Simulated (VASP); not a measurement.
# SnO2 (I4_1/amd) in VASP: single point with PBE

Aim: the single point of SnO2 with PBE.

All numbers are computed with VASP 6.6.1; they aren't measurements. Logs are shortened: lines on timing, memory, paths and dates and some standing lists are left out, and cuts for length are marked.

## (1) The cell of the first run

It takes space group I4_1/amd (No. 141, tetragonal). The conventional cell has a = 4.053 Å, b = 4.053 Å, c = 10.361 Å, α = 90.00°, β = 90.00°, γ = 90.00°. Sn (site symmetry -4m2) has 6 O at 2.09 to 2.10 Å within 2.8 Å. Within 2.8 Å of O (site symmetry 2mm) lie 3 Sn at 2.09 to 2.10 Å and 2 O at 2.58 Å.

## (2) Single point, PBE

File INCAR:

```
  ALGO = Normal
  EDIFF = 1E-6
  ENCUT = 520
  GGA = PE
  ISIF = 2
  ISMEAR = 0
  LASPH = True
  LCHARG = False
  LREAL = False
  LWAVE = False
  NBANDS = 35
  NELM = 80
  PREC = Accurate
  SIGMA = 0.05
```

File KPOINTS:

```
k-points
0
Gamma
  10 10 10
```

File POSCAR:

```
SnO2
1.0
   -2.0262505044      2.0262505044      5.1806864801
    2.0262505044     -2.0262505044      5.1806864801
    2.0262505044      2.0262505044     -5.1806864801
Sn O
2 4
Direct
    0.7500000000      0.2500000000      0.5000000000
    0.0000000000      0.0000000000      0.0000000000
    0.7975980438      0.7975980438      0.0000000000
    0.9524019562      0.4524019562      0.5000000000
    0.2024019562      0.2024019562      0.0000000000
    0.5475980438      0.0475980438      0.5000000000
```

Potentials or basis: VASP PAW PBE potentials, release 64 (Sn_d, O).

On the command line:

```console
cat potpaw_PBE.64/Sn_d/POTCAR potpaw_PBE.64/O/POTCAR > POTCAR
mpirun -np 1 vasp_std > vasp.out
```

OUTCAR:

```text
EDIFF = 1E-6
   ENCUT = 520
   GGA = PE
   ISIF = 2
   ISMEAR = 0
   LASPH = True
   LREAL = False
   NELM = 80
   PREC = Accurate

 ion  position               nearest neighbor table
   1  0.750  0.250  0.500-   3 2.09   5 2.09   3 2.09   5 2.09   4 2.10   6 2.10   2 3.29   2 3.29
                             2 3.29   2 3.29
   2  0.000  0.000  0.000-   6 2.09   4 2.09   6 2.09   4 2.09   3 2.10   5 2.10   1 3.29   1 3.29
                             1 3.29   1 3.29
   3  0.798  0.798  0.000-   1 2.09   1 2.09   2 2.10
   4  0.952  0.452  0.500-   2 2.09   2 2.09   1 2.10
   5  0.202  0.202  0.000-   1 2.09   1 2.09   2 2.10
   6  0.548  0.048  0.500-   2 2.09   2 2.09   1 2.10

  LATTYP: Found a body centered tetragonal cell.
 ALAT       =     4.0525010088
 C/A-ratio  =     2.5567847948

  Lattice vectors:

 A1 = (  -2.0262505044,   2.0262505044,   5.1806864801)
 A2 = (   2.0262505044,  -2.0262505044,   5.1806864801)
 A3 = (   2.0262505044,   2.0262505044,  -5.1806864801)

Analysis of symmetry for initial positions (statically):
=====================================================================
 Subroutine PRICEL returns:
 Original cell was already a primitive cell.

 Routine SETGRP: Setting up the symmetry group for a
 body centered tetragonal supercell.

 Subroutine GETGRP returns: Found 16 space group operations
 (whereof  8 operations were pure point group operations)
 out of a pool of 16 trial point group operations.

The static configuration has the point symmetry D_2d.
 The point group associated with its full space group is D_4h.

Analysis of symmetry for dynamics (positions and initial velocities):
=====================================================================
 Subroutine PRICEL returns:
 Original cell was already a primitive cell.

 Routine SETGRP: Setting up the symmetry group for a
 body centered tetragonal supercell.

 Subroutine GETGRP returns: Found 16 space group operations
 (whereof  8 operations were pure point group operations)
 out of a pool of 16 trial point group operations.

The dynamic configuration has the point symmetry D_2d.
 The point group associated with its full space group is D_4h.

 Subroutine INISYM returns: Found 16 space group operations
 (whereof  8 operations are pure point group operations),
 and found     1 'primitive' translations

----------------------------------------------------------------------------------------

                                     Primitive cell

  volume of cell :      85.0812

  direct lattice vectors                    reciprocal lattice vectors
    -2.026250504  2.026250504  5.180686480     0.000000000  0.246761197  0.096512306
     2.026250504 -2.026250504  5.180686480     0.246761197  0.000000000  0.096512306
     2.026250504  2.026250504 -5.180686480     0.246761197  0.246761197  0.000000000

  length of vectors
     5.920379601  5.920379601  5.920379601     0.264963608  0.264963608  0.348973032

  position of ions in fractional coordinates (direct lattice)
     0.750000000  0.250000000  0.500000000
     0.000000000  0.000000000  0.000000000
     0.797598044  0.797598044  0.000000000
     0.952401956  0.452401956  0.500000000
     0.202401956  0.202401956  0.000000000
     0.547598044  0.047598044  0.500000000

  ion indices of the primitive-cell ions
   primitive index   ion index
                 1           1
                 2           2
                 3           3
                 4           4
                 5           5
                 6           6

----------------------------------------------------------------------------------------

 KPOINTS: k-points

Automatic generation of k-mesh.
 Grid dimensions read from file:
 generate k-points for:   10   10   10

 Generating k-lattice:

  Cartesian coordinates                     Fractional coordinates (reciprocal lattice)
     0.000000000  0.024676120  0.009651231     0.100000000  0.000000000 -0.000000000
     0.024676120  0.000000000  0.009651231     0.000000000  0.100000000 -0.000000000
     0.024676120  0.024676120  0.000000000     0.000000000  0.000000000  0.100000000

  Length of vectors
     0.026496361  0.026496361  0.034897303

  Shift w.r.t. Gamma in fractional coordinates (k-lattice)
     0.000000000  0.000000000  0.000000000

 Subroutine IBZKPT returns following result:
 ===========================================

 Found    102 irreducible k-points:

 Following reciprocal coordinates:
            Coordinates               Weight
  0.000000  0.000000  0.000000      1.000000
  0.100000 -0.000000  0.000000      8.000000
  0.200000 -0.000000  0.000000      8.000000
  0.300000  0.000000  0.000000      8.000000
  0.400000 -0.000000  0.000000      8.000000
  0.500000 -0.000000  0.000000      4.000000
[... 16 lines left out ...]
  0.300000  0.300000  0.000000      8.000000
  0.400000  0.300000  0.000000     16.000000
 [... further k-points ...]
   k-points           NKPTS =    102   k-points in BZ     NKDIM =    102   number of bands    NBANDS=     35
   number of dos      NEDOS =    301   number of ions     NIONS =      6
   total plane-waves  NPLWV = 110592
   dimension x,y,z NGX =    48 NGY =   48 NGZ =   48
   dimension x,y,z NGXF=    96 NGYF=   96 NGZF=   96
   ions per type =               2   4
   NGX,Y,Z   is equivalent  to a cutoff of  13.48, 13.48, 13.48 a.u.
   NGXF,Y,Z  is equivalent  to a cutoff of  26.96, 26.96, 26.96 a.u.
 SYSTEM =  unknown system
   PREC   = accura    normal or accurate (medium, high low for compatibility)
   ISTART =      0    job   : 0-new  1-cont  2-samecut
   ICHARG =      2    charge: 1-file 2-atom 10-const
   ISPIN  =      1    spin polarized calculation?
   LNONCOLLINEAR =      F non collinear calculations
   LSORBIT =      F    spin-orbit coupling
   LASPH  =      T    aspherical Exc in radial PAW
   ENCUT  =  520.0 eV  38.22 Ry    6.18 a.u.  11.01 11.01 11.01*2*pi/ulx,y,z
   NELM   =     80;   NELMIN=  2; NELMDL= -5     # of ELM steps
   EDIFF  = 0.1E-05   stopping-criterion for ELM
   LREAL  =      F    real-space projection
[... 7 lines left out ...]
   TEBEG  =    0.0;   TEEND  =   0.0 temperature during run
   PSTRESS=    0.0 pullay stress
   NELECT =      52.0000    total number of electrons
   NUPDOWN=      -1.0000    fix difference up-down
   EMIN   =  10.00;   EMAX   =-10.00  energy-range for DOS
   EFERMI =   0.00;   METHOD = LEGACY
   ISMEAR =     0;   SIGMA  =   0.05  broadening in eV -4-tet -1-fermi 0-gaus
   EFERMI_NEDOS =   21; number of points for ismear=-14 and -15
   IALGO  =     38    algorithm
   IMIX   =      4    mixing-type and parameters
     AMIX     =   0.40;   BMIX     =  1.00
     AMIX_MAG =   1.60;   BMIX_MAG =  1.00
  volume/ion in A,a.u.               =      14.18        95.69
  Fermi-wavevector in a.u.,A,eV,Ry     =   1.389307  2.625409 26.261594  1.930173
  Thomas-Fermi vector in A             =   2.513350
   LORBIT       =      0    0 simple, 1 ext, 2 COOP (PROOUT), +10 PAW based schemes
   GGA     = PE    functional components
   LHFCALC =     F    Hartree Fock is set to
   AEXX    =    0.0000 exact exchange contribution
   IVDW    =     0    specifies the selected vdW correction
   LEPSILON=     F    determine dielectric tensor
   LRPA    =     F    only Hartree local field effects (RPA)
 non-spin polarized calculation
 Gauss-broadening in eV      SIGMA  =   0.05
  energy-cutoff  :      520.00
  volume of cell :       85.08
 maximum number of plane-waves:      2310
 NGX is ok and might be reduce to    48
   NGX = 21   NGY = 21   NGZ = 21

 number of electron      52.0000000 magnetization

 Free energy of the ion-electron system (eV)
  ---------------------------------------------------
  ext. energy  EPLUGINS =         0.00000000
  ---------------------------------------------------
  free energy    TOTEN  =       -36.96964482 eV

  energy without entropy =      -36.96964482  energy(sigma->0) =      -36.96964482

 E-fermi :   3.9959     XC(G=0): -10.1011

 val. band max:        3.6768824494   @ k =  -0.4000   0.4000   0.0000
 cond. band min:       4.9869417778   @ k =   0.0000   0.0000   0.0000
 fundamental gap:      1.3100593283
 Fermi energy:         3.9959347204

 k-point     1 :       0.0000    0.0000    0.0000
  band No.  band energies     occupation
      1     -16.7028      2.00000
      2     -16.6733      2.00000
      3     -16.5601      2.00000
      4     -16.0800      2.00000
      5     -15.9953      2.00000
      6     -15.9953      2.00000
[... 27 lines left out ...]
     34      15.6833      0.00000
     35      15.6854      0.00000

 k-point     2 :       0.1000   -0.0000    0.0000
  band No.  band energies     occupation
      1     -16.7213      2.00000
      2     -16.6247      2.00000
      3     -16.5485      2.00000
      4     -16.0834      2.00000
      5     -15.9974      2.00000
      6     -15.9931      2.00000
[... 27 lines left out ...]
     34      15.3094      0.00000
     35      15.5149      0.00000

 k-point     3 :       0.2000   -0.0000    0.0000
  band No.  band energies     occupation
      1     -16.7283      2.00000
      2     -16.5649      2.00000
      3     -16.4901      2.00000
      4     -16.0926      2.00000
      5     -16.0026      2.00000
      6     -15.9873      2.00000
[... 27 lines left out ...]
     34      14.8584      0.00000
     35      15.1458      0.00000
[... 723 lines left out ...]
 k-point    23 :       0.3000    0.3000    0.0000
  band No.  band energies     occupation
      1     -16.6178      2.00000
      2     -16.4991      2.00000
      3     -16.2302      2.00000
      4     -16.0632      2.00000
      5     -16.0176      2.00000
      6     -15.9454      2.00000
[... 27 lines left out ...]
     34      14.7664      0.00000
     35      15.9257      0.00000

 k-point    24 :       0.4000    0.3000    0.0000
  band No.  band energies     occupation
      1     -16.5720      2.00000
      2     -16.4580      2.00000
      3     -16.1894      2.00000
      4     -16.0719      2.00000
      5     -16.0184      2.00000
      6     -15.9271      2.00000
[... 27 lines left out ...]
     34      14.8167      0.00000
     35      16.1476      0.00000

 [... further k-points ...]
[... 5 lines left out ...]
  --------------------------------------------------------------------------------------
  -------------------------------------------------------------------------------------
  Total        0.2511202      0.2511202      0.3942709      0.0000000      0.0000000      0.0000000
  in kB        4.7288839      4.7288839      7.4245773      0.0000000      0.0000000      0.0000000
  external PRESSURE =       5.6274484 kB  Pullay stress =       0.0000000 kB

 VOLUME and BASIS-vectors are now :
 -----------------------------------------------------------------------------
  energy-cutoff  :      520.00
  volume of cell :       85.08
      direct lattice vectors                 reciprocal lattice vectors
    -2.026250504  2.026250504  5.180686480     0.000000000  0.246761197  0.096512306
     2.026250504 -2.026250504  5.180686480     0.246761197  0.000000000  0.096512306
     2.026250504  2.026250504 -5.180686480     0.246761197  0.246761197  0.000000000

 POSITION                                       TOTAL-FORCE (eV/Angst)
 -----------------------------------------------------------------------------------
      0.00000      2.02625      2.59034         0.000000      0.000000     -0.000000
      0.00000      0.00000      0.00000         0.000000      0.000000     -0.000000
      0.00000      0.00000      8.26421        -0.000000     -0.000000     -0.028035
      0.00000      2.02625      4.68751        -0.000000     -0.000000      0.028035
      0.00000      0.00000      2.09716         0.000000      0.000000      0.028035
      0.00000      2.02625      0.49318         0.000000      0.000000     -0.028035
 -----------------------------------------------------------------------------------
    total drift:                                0.000000     -0.000000      0.000000

  FREE ENERGIE OF THE ION-ELECTRON SYSTEM (eV)
  ---------------------------------------------------
  free  energy   TOTEN  =       -36.9696448179 eV

  energy  without entropy=      -36.9696448179  energy(sigma->0) =      -36.96964482
```

Run time: 6.9 min. Hardware: 1 thread of Intel Xeon Platinum 8259CL at 2.50GHz (Skylake/Cascade Lake), shared host; peak memory 0.47 GiB.

What came out:

| Quantity | Value |
| --- | --- |
| Free energy | -36.9696 eV |
| Pressure | 0.6 GPa |
| Largest force | 0.028 eV/Å |
| Band gap on the k mesh | 1.31 eV (least direct gap 1.65 eV) |

Forces in eV/Å, atoms in the order of the input:
```
Sn   0.000  0.000  0.000
Sn   0.000  0.000  0.000
O    0.000  0.000 -0.028
O    0.000  0.000  0.028
O    0.000  0.000  0.028
O    0.000  0.000 -0.028
```

Levels at points of the mesh, in eV from the valence-band top:
| k point | band 22 | band 23 | band 24 | band 25 | band 26 | band 27 | band 28 | band 29 | band 30 | band 31 |
| --- | --- | --- | --- | --- | --- | --- | --- | --- | --- | --- |
| (0.00, 0.00, 0.00) | -1.06 | -0.63 | -0.63 | -0.34 | -0.34 | 1.31 | 5.27 | 9.28 | 9.60 | 9.74 |
| (0.50, 0.00, 0.00) | -1.07 | -0.72 | -0.71 | -0.52 | -0.39 | 4.58 | 5.89 | 7.75 | 8.38 | 9.89 |
| (0.50, 0.50, 0.00) | -0.91 | -0.79 | -0.79 | -0.05 | -0.05 | 6.90 | 6.90 | 7.49 | 7.49 | 8.40 |
| (0.50, 0.50, 0.50) | -2.60 | -0.97 | -0.97 | -0.24 | -0.24 | 3.95 | 3.95 | 7.63 | 7.63 | 11.67 |

Caveat: spin-orbit coupling is left out, which moves the levels of the heavy elements. A k mesh can miss the band edges.
